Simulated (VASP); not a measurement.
# Cl (Fd-3m) in VASP: a series of runs

The runs below take Cl through single point, with PBE.

Program: VASP 6.6.1. These are calculated values, not measurements. Logs are shortened: lines on timing, memory, paths and dates and some standing lists are left out, and cuts for length are marked.

## (1) The cell of the first run

The structure is cubic, space group Fd-3m (No. 227). The conventional cell has a = 5.076 Å, b = 5.076 Å, c = 5.076 Å, α = 90.00°, β = 90.00°, γ = 90.00°. Cl (site symmetry -43m) has 4 Cl at 2.20 Å within 2.9 Å.

## (2) Single point, PBE

The input, INCAR:

```
SYSTEM = Cl
ALGO = Normal
EDIFF = 1E-6
ENCUT = 520
GGA = PE
ISIF = 2
ISMEAR = -1
LASPH = .True.
LCHARG = .True.
LELF = .True.
LREAL = .False.
LVHAR = .True.
LWAVE = .False.
NBANDS = 14
NELM = 100
PREC = Accurate
SIGMA = 0.02
```

The input, KPOINTS:

```
k-points
0
Gamma
  13 13 13
  0 0 0
```

The input, POSCAR:

```
Cl
1.0
    0.0000000000      2.5380000116      2.5380000116
    2.5380000116      0.0000000000      2.5380000116
    2.5380000116      2.5380000116      0.0000000000
Cl
2
Direct
    0.0000000000      0.0000000000      0.0000000000
    0.2500000000      0.2500000000      0.2500000000
```

Potentials or basis: VASP PAW PBE potentials, release 64 (Cl).

The run is started by

```
$ cat potpaw_PBE.64/Cl/POTCAR > POTCAR
$ mpirun -np 1 vasp_std > vasp.out
```

OUTCAR:

```text
SYSTEM = Cl
   EDIFF = 1E-6
   ENCUT = 520
   GGA = PE
   ISIF = 2
   ISMEAR = -1
   LASPH = .True.
   LREAL = .False.
   NELM = 100
   PREC = Accurate

 ion  position               nearest neighbor table
   1  0.000  0.000  0.000-   2 2.20   2 2.20   2 2.20   2 2.20
   2  0.250  0.250  0.250-   1 2.20   1 2.20   1 2.20   1 2.20

  LATTYP: Found a face centered cubic cell.
 ALAT       =     5.0760000232

  Lattice vectors:

 A1 = (   0.0000000000,   2.5380000116,   2.5380000116)
 A2 = (   2.5380000116,   0.0000000000,   2.5380000116)
 A3 = (   2.5380000116,   2.5380000116,   0.0000000000)

Analysis of symmetry for initial positions (statically):
=====================================================================
 Subroutine PRICEL returns:
 Original cell was already a primitive cell.

 Routine SETGRP: Setting up the symmetry group for a
 face centered cubic supercell.

 Subroutine GETGRP returns: Found 48 space group operations
 (whereof 24 operations were pure point group operations)
 out of a pool of 48 trial point group operations.

The static configuration has the point symmetry T_d .
 The point group associated with its full space group is O_h .

Analysis of symmetry for dynamics (positions and initial velocities):
=====================================================================
 Subroutine PRICEL returns:
 Original cell was already a primitive cell.

 Routine SETGRP: Setting up the symmetry group for a
 face centered cubic supercell.

 Subroutine GETGRP returns: Found 48 space group operations
 (whereof 24 operations were pure point group operations)
 out of a pool of 48 trial point group operations.

The dynamic configuration has the point symmetry T_d .
 The point group associated with its full space group is O_h .

 Subroutine INISYM returns: Found 48 space group operations
 (whereof 24 operations are pure point group operations),
 and found     1 'primitive' translations

----------------------------------------------------------------------------------------

                                     Primitive cell

  volume of cell :      32.6968

  direct lattice vectors                    reciprocal lattice vectors
     0.000000000  2.538000012  2.538000012    -0.197005515  0.197005515  0.197005515
     2.538000012  0.000000000  2.538000012     0.197005515 -0.197005515  0.197005515
     2.538000012  2.538000012  0.000000000     0.197005515  0.197005515 -0.197005515

  length of vectors
     3.589274038  3.589274038  3.589274038     0.341223562  0.341223562  0.341223562

[... 85 lines left out ...]
   NFREE  =      0    steps in history (QN), initial steepest desc. (CG)
   ISIF   =      2    stress and relaxation
   ISYM   =      2    0-nonsym 1-usesym 2-fastsym
   POTIM  = 0.5000    time-step for ionic-motion
   TEBEG  =    0.0;   TEEND  =   0.0 temperature during run
   PSTRESS=    0.0 pullay stress
   NELECT =      14.0000    total number of electrons
   NUPDOWN=      -1.0000    fix difference up-down
   EMIN   =  10.00;   EMAX   =-10.00  energy-range for DOS
   EFERMI =   0.00;   METHOD = LEGACY
   ISMEAR =    -1;   SIGMA  =   0.02  broadening in eV -4-tet -1-fermi 0-gaus
   EFERMI_NEDOS =   21; number of points for ismear=-14 and -15
   IALGO  =     38    algorithm
   IMIX   =      4    mixing-type and parameters
     AMIX     =   0.40;   BMIX     =  1.00
     AMIX_MAG =   1.60;   BMIX_MAG =  1.00
  volume/ion in A,a.u.               =      16.35       110.32
  Fermi-wavevector in a.u.,A,eV,Ry     =   1.233907  2.331747 20.715243  1.522527
  Thomas-Fermi vector in A             =   2.368619
   LORBIT       =      0    0 simple, 1 ext, 2 COOP (PROOUT), +10 PAW based schemes
   GGA     = PE    functional components
   LHFCALC =     F    Hartree Fock is set to
   AEXX    =    0.0000 exact exchange contribution
   IVDW    =     0    specifies the selected vdW correction
   LEPSILON=     F    determine dielectric tensor
   LRPA    =     F    only Hartree local field effects (RPA)
 non-spin polarized calculation
  energy-cutoff  :      520.00
  volume of cell :       32.70
 maximum number of plane-waves:       899
   NGX = 13   NGY = 13   NGZ = 13

 number of electron      14.0000001 magnetization

 Free energy of the ion-electron system (eV)
  ---------------------------------------------------
  ext. energy  EPLUGINS =         0.00000000
  ---------------------------------------------------
  free energy    TOTEN  =         1.59701149 eV

  energy without entropy =        1.59891102  energy(sigma->0) =        1.59796125

 E-fermi :   7.2997     XC(G=0): -10.3706

 val. band max:        7.2923734140   @ k =   0.3077   0.3077   0.0000
 cond. band min:       7.3048742122   @ k =  -0.3846   0.3077   0.0769
 fundamental gap:      0.0125007982
 Fermi energy:         7.2996766550

 k-point     1 :       0.0000    0.0000    0.0000
  band No.  band energies     occupation
      1     -14.0510      2.00000
      2      -4.4437      2.00000
      3       0.4680      2.00000
      4       0.4680      2.00000
      5       0.4680      2.00000
      6       4.3301      2.00000
      7       4.3301      2.00000
      8       4.3301      2.00000
      9      13.0308      0.00000
     10      15.1641      0.00000
     11      15.1641      0.00000
     12      18.8301      0.00000
     13      18.8301      0.00000
     14      18.8301      0.00000
[... 377 lines left out ...]
      1     -12.3223      2.00000
      2      -8.6063      2.00000
      3      -1.5134      2.00000
      4      -0.8356      2.00000
      5       1.9512      2.00000
      6       5.3399      2.00000
      7       6.5153      2.00000
      8       7.7858      0.00000
      9      13.8133      0.00000
     10      14.8898      0.00000
     11      16.7012      0.00000
     12      18.2225      0.00000
     13      18.3749      0.00000
     14      21.5198      0.00000

 [... further k-points ...]
[... 5 lines left out ...]
  --------------------------------------------------------------------------------------
  -------------------------------------------------------------------------------------
  Total       12.2010794     12.2010794     12.2010794      0.0000000      0.0000000      0.0000000
  in kB      597.8661713    597.8661713    597.8661713      0.0000000      0.0000000      0.0000000
  external PRESSURE =     597.8661713 kB  Pullay stress =       0.0000000 kB

 VOLUME and BASIS-vectors are now :
 -----------------------------------------------------------------------------
  energy-cutoff  :      520.00
  volume of cell :       32.70
      direct lattice vectors                 reciprocal lattice vectors
     0.000000000  2.538000012  2.538000012    -0.197005515  0.197005515  0.197005515
     2.538000012  0.000000000  2.538000012     0.197005515 -0.197005515  0.197005515
     2.538000012  2.538000012  0.000000000     0.197005515  0.197005515 -0.197005515

 POSITION                                       TOTAL-FORCE (eV/Angst)
 -----------------------------------------------------------------------------------
      0.00000      0.00000      0.00000         0.000000     -0.000000      0.000000
      1.26900      1.26900      1.26900        -0.000000      0.000000     -0.000000
 -----------------------------------------------------------------------------------
    total drift:                                0.000000      0.000000      0.000000

  FREE ENERGIE OF THE ION-ELECTRON SYSTEM (eV)
  ---------------------------------------------------
  free  energy   TOTEN  =         1.5970114873 eV

  energy  without entropy=        1.5989110189  energy(sigma->0) =        1.59796125
```

OSZICAR:

```text
N       E                     dE             d eps       ncg     rms          rms(c)
DAV:   1     0.693617249536E+02    0.69362E+02   -0.65278E+03  2352   0.880E+02
DAV:   2     0.468547637065E+01   -0.64676E+02   -0.59686E+02  3348   0.175E+02
DAV:   3     0.160411633874E+01   -0.30814E+01   -0.30511E+01  3066   0.377E+01
DAV:   4     0.157845813330E+01   -0.25658E-01   -0.25652E-01  2892   0.420E+00
DAV:   5     0.157805930416E+01   -0.39883E-03   -0.39880E-03  3132   0.507E-01    0.340E+01
DAV:   6     0.159424666698E+01    0.16187E-01   -0.17425E-02  2802   0.809E-01    0.201E+01
DAV:   7     0.159662027250E+01    0.23736E-02   -0.21476E-02  2904   0.898E-01    0.381E-01
DAV:   8     0.159703025794E+01    0.40999E-03   -0.14154E-03  2832   0.238E-01    0.574E-02
DAV:   9     0.159701718455E+01   -0.13073E-04   -0.37906E-05  3072   0.447E-02    0.187E-02
DAV:  10     0.159701179287E+01   -0.53917E-05   -0.80170E-06  2712   0.184E-02    0.189E-02
DAV:  11     0.159701148727E+01   -0.30561E-06   -0.16560E-06  2822   0.955E-03
   1 F= 0.15970115E+01 E0= 0.15979613E+01  d E =-.189953E-02
```

Run time: 42 s. Hardware: 1 thread of Intel Xeon Platinum 8375C at 2.90GHz (Ice Lake), shared host; peak memory 0.16 GiB.

What came out:

```yaml
Free_energy: 1.5970 eV
Pressure: 59.8 GPa
Band_gap_on_the_k_mesh: zero (band 7 reaches 8.67 eV, above the bottom of band 8 at 4.33 eV)
```

## (3) Single point, PBE

This run uses another cell than the first one, of 18.49 Å³/atom, 1.131 times its volume.

The input, INCAR:

```
PREC = Accurate ; ENCUT = 520
EDIFF = 1E-6 ; ISMEAR = -1
SIGMA = 0.02 ; LREAL = F
LASPH = T ; NELM = 80
ALGO = Normal ; ISIF = 2
LWAVE = F ; LCHARG = F
GGA = PE ; NBANDS = 14
```

The input, KPOINTS:

```
Automatic mesh
0
Gamma
  13 13 13
```

The input, POSCAR:

```
Cl
1.0
    0.0000000000      2.6441530118      2.6441530118
    2.6441530118      0.0000000000      2.6441530118
    2.6441530118      2.6441530118      0.0000000000
Cl
2
Direct
    0.0000000000      0.0000000000      0.0000000000
    0.2500000000      0.2500000000      0.2500000000
```

Potentials or basis: VASP PAW PBE potentials, release 64 (Cl).

The run is started by

```
$ cat potpaw_PBE.64/Cl/POTCAR > POTCAR
$ mpirun -np 1 vasp_std > vasp.out
```

Run time: 48 s. Hardware: 1 thread of Intel Xeon Platinum 8375C at 2.90GHz (Ice Lake), shared host; peak memory 0.16 GiB.

It converged, with:

* Free energy: 0.2829 eV
* Pressure: 39.8 GPa
* Band gap on the k mesh: zero (band 7 reaches 6.54 eV, above the bottom of band 8 at 3.00 eV)

Levels at points of the mesh, in eV from the Fermi level:
```
           k point  band 3  band 4  band 5  band 6  band 7  band 8  band 9  band 10  band 11  band 12
(0.00, 0.00, 0.00)   -5.97   -5.97   -5.97   -2.48   -2.48   -2.48    5.84     8.45     8.45    11.65
```
